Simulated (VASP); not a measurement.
# Ni2Pt: single point with PBE

The system is Ni2Pt.

```
Ni Pt
1.0
     2.57448    0.00000    0.00000
    -1.28724    2.22956    0.00000
     0.00000    0.00000    6.30616
Ni Pt
2 1
Direct
  0.33333 0.66667 0.66667
  0.66667 0.33333 0.33333
  0.00000 0.00000 0.00000
```

- Program: VASP 6.6.1
- Task: single point
- Functional: PBE
- Potentials or basis: VASP PAW PBE potentials, release 64 (Ni, Pt)
- Cutoff: 520 eV
- k mesh: 6 × 6 × 4
- Occupations: gaussian, width 0.1 eV
- Spin: collinear spin, ferromagnetic start
- Starting moments: [2.0, 2.0, 0.0] μB
- Dipole correction: no
- Further INCAR settings: ALGO = Normal; EDIFF = 1e-06; NBANDS = 26

The pressure is 18.0 GPa. The largest force is 1.258 eV/Å. The net moment is 1.67 μB per cell, the site moments are Ni +0.74; Pt +0.22 μB and the valence electrons inside the program's atomic spheres are Ni 9.23; Pt 9.75.

Forces in eV/Å, atoms in the order of the input:
```
Ni   0.000  0.000 -1.258
Ni   0.000  0.000  1.258
Pt   0.000  0.000  0.000
```

Stress tensor (GPa, compression positive):
```
22.88  0.00  0.00
 0.00 22.88  0.00
 0.00  0.00  8.29
```

Levels at points of the mesh, in eV from the Fermi level:
Spin up:
| k point | band 12 | band 13 | band 14 | band 15 | band 16 | band 17 | band 18 | band 19 | band 20 | band 21 |
| --- | --- | --- | --- | --- | --- | --- | --- | --- | --- | --- |
| (0.00, 0.00, 0.00) | -2.15 | -1.33 | -1.33 | -1.13 | -1.13 | -0.65 | -0.65 | 9.49 | 11.78 | 15.86 |
| (0.50, 0.00, 0.00) | -0.64 | -0.40 | -0.37 | 0.95 | 1.42 | 2.22 | 2.79 | 5.99 | 8.02 | 9.57 |
| (0.00, 0.00, 0.50) | -1.45 | -1.45 | -1.38 | -1.38 | -0.39 | -0.37 | -0.37 | 5.92 | 15.83 | 15.98 |
| (0.50, 0.00, 0.50) | -0.68 | -0.64 | -0.54 | -0.35 | 0.95 | 2.16 | 3.31 | 6.23 | 9.55 | 10.66 |
Spin down:
```
           k point  band 11  band 12  band 13  band 14  band 15  band 16  band 17  band 18  band 19  band 20
(0.00, 0.00, 0.00)    -1.44    -1.44    -0.74    -0.74    -0.26    -0.26    -0.13    -0.13     9.71    11.91
(0.50, 0.00, 0.00)     0.09     0.16     0.40     0.46     1.12     1.81     2.22     2.94     6.34     8.19
(0.00, 0.00, 0.50)    -1.31    -0.96    -0.96    -0.68    -0.68    -0.42     0.31     0.31     6.25    15.83
(0.50, 0.00, 0.50)    -0.43    -0.39     0.16     0.20     0.23     1.10     2.51     3.53     6.51     9.68
```

Wall time 24 s on 1 thread of Intel(R) Xeon(R) 6975P-C (Granite Rapids) (shared host), peak memory 0.18 GiB.

Caveat: the k points lie up to 0.47 Å⁻¹ apart; spin-orbit coupling is left out, which moves the levels of the heavy elements; forces of over 1 eV/Å act on the atoms, so gaps and moduli don't describe the material at rest.
